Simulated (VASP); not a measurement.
Runs of VASP 6.6.1 on Na. The structure is that of space group Im-3m (No. 229), or close to it. The cells are those of the table. 

```tsv
cell	gap on the mesh (eV)	pressure (GPa)
a = 3.558 Å, angles 110.7, 110.7, 107.0°, 1 atom	none	0.6
a = 3.595 Å, angles 110.3, 110.3, 107.8°, 1 atom	none	0.3
a = 3.631 Å, angles 109.9, 109.9, 108.7°, 1 atom	none	0.0
a = 3.741 Å, angles 108.7, 108.7, 111.1°, 1 atom	none	(a)
```

Alike in all rows: task single point; level PBE; potentials or basis VASP PAW PBE potentials, release 64 (Na_pv); no spin polarisation; k mesh 16 × 16 × 16; cutoff (eV) 520; smearing gaussian 0.15 eV.

Q: Estimate the missing entries.

A: (a) -0.6.

A gap of «none» marks levels without a gap at the run's occupations.
